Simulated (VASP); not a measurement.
# V in VASP: a series of runs

The runs below take V through electric field gradients, with PBE.

All numbers are computed with VASP 6.6.1; they aren't measurements. Logs are shortened: lines on timing, memory, paths and dates and some standing lists are left out, and cuts for length are marked.

## Step 1: The cell of the first run

It takes space group Im-3m (No. 229, cubic). The conventional cell has a = 3.036 Å, b = 3.036 Å, c = 3.036 Å, α = 90.00°, β = 90.00°, γ = 90.00°. V (site symmetry m-3m) has 14 V at 2.63 to 3.04 Å within 3.5 Å.

## Step 2: Electric field gradients, PBE, collinear spin, ferromagnetic start (13.99 Å³/atom)

INCAR reads:

```
  PREC = Accurate
  ENCUT = 520
  EDIFF = 1E-8
  ISMEAR = -1
  SIGMA = 0.03
  LREAL = F
  LASPH = T
  NELM = 150
  ALGO = Normal
  ISIF = 2
  LWAVE = F
  LCHARG = F
  ISPIN = 2
  MAGMOM = 1.5
  LORBIT = 11
  LMAXMIX = 4
  GGA = PE
  LEFG = T
  NBANDS = 16
```

KPOINTS reads:

```
regular mesh
0
Gamma
  19 19 19
```

POSCAR reads:

```
V
1.0
   -1.5180266150      1.5180266150      1.5180266150
    1.5180266150     -1.5180266150      1.5180266150
    1.5180266150      1.5180266150     -1.5180266150
V
1
Direct
    0.0000000000      0.0000000000      0.0000000000
```

Potentials or basis: VASP PAW PBE potentials, release 64 (V_sv).

Run with:

```sh
$ cat potpaw_PBE.64/V_sv/POTCAR > POTCAR
$ mpirun -np 1 vasp_std > vasp.out
```

OUTCAR:

```text
PREC = Accurate
   ENCUT = 520
   EDIFF = 1E-8
   ISMEAR = -1
   LREAL = F
   LASPH = T
   NELM = 150
   ISIF = 2
   ISPIN = 2
   LORBIT = 11
   GGA = PE

 ion  position               nearest neighbor table
   1  0.000  0.000  0.000-

  LATTYP: Found a body centered cubic cell.
 ALAT       =     3.0360532300

  Lattice vectors:

 A1 = (  -1.5180266150,   1.5180266150,   1.5180266150)
 A2 = (   1.5180266150,  -1.5180266150,   1.5180266150)
 A3 = (   1.5180266150,   1.5180266150,  -1.5180266150)

Analysis of symmetry for initial positions (statically):
=====================================================================
 Subroutine PRICEL returns:
 Original cell was already a primitive cell.

 Routine SETGRP: Setting up the symmetry group for a
 body centered cubic supercell.

 Subroutine GETGRP returns: Found 48 space group operations
 (whereof 48 operations were pure point group operations)
 out of a pool of 48 trial point group operations.

The static configuration has the point symmetry O_h .

Analysis of symmetry for dynamics (positions and initial velocities):
=====================================================================
 Subroutine PRICEL returns:
 Original cell was already a primitive cell.

 Routine SETGRP: Setting up the symmetry group for a
 body centered cubic supercell.

 Subroutine GETGRP returns: Found 48 space group operations
 (whereof 48 operations were pure point group operations)
 out of a pool of 48 trial point group operations.

The dynamic configuration has the point symmetry O_h .

Analysis of structural, dynamic, and magnetic symmetry:
=====================================================================
 Subroutine PRICEL returns:
 Original cell was already a primitive cell.

 Routine SETGRP: Setting up the symmetry group for a
 body centered cubic supercell.

 Subroutine GETGRP returns: Found 48 space group operations
 (whereof 48 operations were pure point group operations)
 out of a pool of 48 trial point group operations.

The overall configuration has the point symmetry O_h .

 Subroutine INISYM returns: Found 48 space group operations
 (whereof 48 operations are pure point group operations),
 and found     1 'primitive' translations

----------------------------------------------------------------------------------------

                                     Primitive cell

  volume of cell :      13.9926

  direct lattice vectors                    reciprocal lattice vectors
    -1.518026615  1.518026615  1.518026615     0.000000000  0.329374989  0.329374989
     1.518026615 -1.518026615  1.518026615     0.329374989  0.000000000  0.329374989
     1.518026615  1.518026615 -1.518026615     0.329374989  0.329374989  0.000000000

  length of vectors
     2.629299224  2.629299224  2.629299224     0.465806577  0.465806577  0.465806577

  position of ions in fractional coordinates (direct lattice)
     0.000000000  0.000000000  0.000000000

  ion indices of the primitive-cell ions
   primitive index   ion index
                 1           1

----------------------------------------------------------------------------------------

 KPOINTS: regular mesh

Automatic generation of k-mesh.
 Grid dimensions read from file:
 generate k-points for:   19   19   19

 Generating k-lattice:

  Cartesian coordinates                     Fractional coordinates (reciprocal lattice)
     0.000000000  0.017335526  0.017335526     0.052631579  0.000000000  0.000000000
     0.017335526  0.000000000  0.017335526     0.000000000  0.052631579  0.000000000
     0.017335526  0.017335526  0.000000000     0.000000000  0.000000000  0.052631579

  Length of vectors
[... 44 lines left out ...]
   NGXF,Y,Z  is equivalent  to a cutoff of  25.29, 25.29, 25.29 a.u.
 SYSTEM =  unknown system
   PREC   = accura    normal or accurate (medium, high low for compatibility)
   ISTART =      0    job   : 0-new  1-cont  2-samecut
   ICHARG =      2    charge: 1-file 2-atom 10-const
   ISPIN  =      2    spin polarized calculation?
   LNONCOLLINEAR =      F non collinear calculations
   LSORBIT =      F    spin-orbit coupling
   LASPH  =      T    aspherical Exc in radial PAW
   ENCUT  =  520.0 eV  38.22 Ry    6.18 a.u.   4.89  4.89  4.89*2*pi/ulx,y,z
   NELM   =    150;   NELMIN=  2; NELMDL= -5     # of ELM steps
   EDIFF  = 0.1E-07   stopping-criterion for ELM
   LREAL  =      F    real-space projection
   EDIFFG = 0.1E-06   stopping-criterion for IOM
   NSW    =      0    number of steps for IOM
   IBRION =     -1    ionic relax: 0-MD 1-quasi-New 2-CG
   NFREE  =      0    steps in history (QN), initial steepest desc. (CG)
   ISIF   =      2    stress and relaxation
   ISYM   =      2    0-nonsym 1-usesym 2-fastsym
   POTIM  = 0.5000    time-step for ionic-motion
   TEBEG  =    0.0;   TEEND  =   0.0 temperature during run
   PSTRESS=    0.0 pullay stress
   NELECT =      13.0000    total number of electrons
   NUPDOWN=      -1.0000    fix difference up-down
   EMIN   =  10.00;   EMAX   =-10.00  energy-range for DOS
   EFERMI =   0.00;   METHOD = LEGACY
   ISMEAR =    -1;   SIGMA  =   0.03  broadening in eV -4-tet -1-fermi 0-gaus
   EFERMI_NEDOS =   21; number of points for ismear=-14 and -15
   IALGO  =     38    algorithm
   IMIX   =      4    mixing-type and parameters
     AMIX     =   0.40;   BMIX     =  1.00
     AMIX_MAG =   1.60;   BMIX_MAG =  1.00
  volume/ion in A,a.u.               =      13.99        94.43
  Fermi-wavevector in a.u.,A,eV,Ry     =   1.597435  3.018715 34.719333  2.551799
  Thomas-Fermi vector in A             =   2.695042
   LORBIT       =     11    0 simple, 1 ext, 2 COOP (PROOUT), +10 PAW based schemes
   GGA     = PE    functional components
   LHFCALC =     F    Hartree Fock is set to
   AEXX    =    0.0000 exact exchange contribution
   IVDW    =     0    specifies the selected vdW correction
   LEPSILON=     F    determine dielectric tensor
   LRPA    =     F    only Hartree local field effects (RPA)
 spin polarized calculation
  energy-cutoff  :      520.00
  volume of cell :       13.99
 maximum number of plane-waves:       389
   NGX =  9   NGY =  9   NGZ =  9

 number of electron      12.9999999 magnetization       0.0000049

 Free energy of the ion-electron system (eV)
  ---------------------------------------------------
  ext. energy  EPLUGINS =         0.00000000
  ---------------------------------------------------
  free energy    TOTEN  =        -8.98399997 eV

  energy without entropy =       -8.97844789  energy(sigma->0) =       -8.98122393

 E-fermi :   9.2343     XC(G=0): -12.6996

 val. band max:        9.2321931305   @ k =  -0.2632   0.3684   0.1053
 cond. band min:       9.2447092381   @ k =   0.1053   0.1053   0.0000
 fundamental gap:      0.0125161076
 Fermi energy:         9.2343012872

 spin component 1

 k-point     1 :       0.0000    0.0000    0.0000
  band No.  band energies     occupation
      1     -54.5263      1.00000
      2     -27.8849      1.00000
      3     -27.8849      1.00000
      4     -27.8849      1.00000
      5       2.7398      1.00000
      6       9.6430      0.00000
[... 435 lines left out ...]
      5       6.2753      1.00000
      6       8.4024      1.00000
[... 8 lines left out ...]
     15      36.2729      0.00000
     16      37.3350      0.00000

 [... further k-points ...]

 spin component 2

 k-point     1 :       0.0000    0.0000    0.0000
  band No.  band energies     occupation
      1     -54.5263      1.00000
      2     -27.8849      1.00000
      3     -27.8849      1.00000
      4     -27.8849      1.00000
      5       2.7398      1.00000
      6       9.6430      0.00000
[... 435 lines left out ...]
      5       6.2753      1.00000
      6       8.4024      1.00000
[... 8 lines left out ...]
     15      36.2729      0.00000
     16      37.3350      0.00000

 [... further k-points ...]

------------------------ aborting loop because EDIFF is reached ----------------------------------------

  FORCE on cell =-STRESS in cart. coord.  units (eV):
  Direction    XX          YY          ZZ          XY          YZ          ZX
  --------------------------------------------------------------------------------------
  -------------------------------------------------------------------------------------
  Total       -0.5675094     -0.5675094     -0.5675094      0.0000000      0.0000000      0.0000000
  in kB      -64.9808604    -64.9808604    -64.9808604      0.0000000      0.0000000      0.0000000
  external PRESSURE =     -64.9808604 kB  Pullay stress =       0.0000000 kB

 VOLUME and BASIS-vectors are now :
 -----------------------------------------------------------------------------
  energy-cutoff  :      520.00
  volume of cell :       13.99
      direct lattice vectors                 reciprocal lattice vectors
    -1.518026615  1.518026615  1.518026615     0.000000000  0.329374989  0.329374989
     1.518026615 -1.518026615  1.518026615     0.329374989  0.000000000  0.329374989
     1.518026615  1.518026615 -1.518026615     0.329374989  0.329374989  0.000000000

 POSITION                                       TOTAL-FORCE (eV/Angst)
 -----------------------------------------------------------------------------------
      0.00000      0.00000      0.00000         0.000000      0.000000     -0.000000
 -----------------------------------------------------------------------------------
    total drift:                                0.000000     -0.000000      0.000000

  FREE ENERGIE OF THE ION-ELECTRON SYSTEM (eV)
  ---------------------------------------------------
  free  energy   TOTEN  =        -8.9839999735 eV

  energy  without entropy=       -8.9784478870  energy(sigma->0) =       -8.98122393

 Electric field gradients (V/A^2)
---------------------------------------------------------------------
 ion       V_xx      V_yy      V_zz      V_xy      V_xz      V_yz
---------------------------------------------------------------------
   1       0.000     0.000     0.000     0.003     0.003     0.003
---------------------------------------------------------------------

 Electric field gradients after diagonalization (V/A^2)
 (convention: |V_zz| > |V_xx| > |V_yy|)
----------------------------------------------------------------------
 ion       V_xx      V_yy      V_zz     asymmetry (V_yy - V_xx)/ V_zz
----------------------------------------------------------------------
   1      -0.003    -0.003     0.006       0.000
----------------------------------------------------------------------

           NMR quadrupolar parameters

 Cq : quadrupolar parameter    Cq=e*Q*V_zz/h
 eta: asymmetry parameters     (V_yy - V_xx)/ V_zz
 Q  : nuclear electric quadrupole moment in mb (millibarn)
----------------------------------------------------------------------
 ion       Cq(MHz)       eta       Q (mb)
----------------------------------------------------------------------
   1       0.000       0.000       1.000
----------------------------------------------------------------------

 total charge

# of ion       s       p       d       tot
------------------------------------------
    1        2.330   6.209   3.048  11.588

 magnetization (x)

# of ion       s       p       d       tot
------------------------------------------
    1        0.000   0.000   0.000   0.000
```

Run time: 84 s. Hardware: 1 thread of Intel Xeon 8259CL, shared host; peak memory 0.19 GiB.

What came out:

| Item | Value |
| --- | --- |
| Free energy | -8.9840 eV |
| Pressure | -6.5 GPa |
| Net moment | 0.00 μB per cell |
| Largest electric field gradient by atom | zero within the noise of the run |
| Valence electrons inside the program's atomic spheres | V 11.59 |

Caveat: the cell stands under tension.

(Part 1 of 3 ends here.)
